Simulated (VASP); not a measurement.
Here is a VASP 6.6.1 calculation.

Contents of INCAR:

```
SYSTEM = Mg3CdS4
PREC = Accurate
ENCUT = 520
EDIFF = 1E-6
ISMEAR = 0
SIGMA = 0.02
LREAL = .FALSE.
LASPH = .TRUE.
NELM = 100
ALGO = Normal
ISIF = 2
LWAVE = .FALSE.
LCHARG = .FALSE.
GGA = PE
NBANDS = 31
```

KPOINTS

```
Automatic mesh
0
G
  8 8 8
  0 0 0
```

File POSCAR:

```
Mg3CdS4
1.0
   -2.6530939753      2.6530939753      5.3162268784
    2.6530939753     -2.6530939753      5.3162268784
    2.6530939753      2.6530939753     -5.3162268784
Mg Cd S
3 1 4
Direct
    0.0000000000      0.0000000000      0.0000000000
    0.7500000000      0.2500000000      0.5000000000
    0.2500000000      0.7500000000      0.5000000000
    0.5000000000      0.5000000000      0.0000000000
    0.7578278253      0.7578278253      0.0000000000
    0.2421721747      0.2421721747      0.0000000000
    0.5000000000      0.0000000000      0.5000000000
    0.0000000000      0.5000000000      0.5000000000
```

Potentials or basis: VASP PAW PBE potentials, release 64 (Mg, Cd, S).

Run with:

```bash
$ cat potpaw_PBE.64/Mg/POTCAR potpaw_PBE.64/Cd/POTCAR potpaw_PBE.64/S/POTCAR > POTCAR
$ mpirun -np 1 vasp_std > vasp.out
```

**Question.** What does it give for the band gap on the k mesh?

**Answer.** 0.94 eV, indirect (least direct gap 1.87 eV).

**Question.** What does it give for the largest force?

**Answer.** 0.028 eV/Å.

**Question.** Predict the pressure.

**Answer.** -0.1 GPa.

Forces in eV/Å, atoms in the order of the input:
```
Mg   0.000  0.000  0.000
Mg   0.000  0.000  0.000
Mg   0.000  0.000  0.000
Cd   0.000  0.000  0.000
S    0.000  0.000  0.028
S    0.000  0.000 -0.028
S    0.000  0.000  0.000
S    0.000  0.000  0.000
```

A k mesh can miss the band edges. As with any semilocal functional, this PBE gap is likely too small.
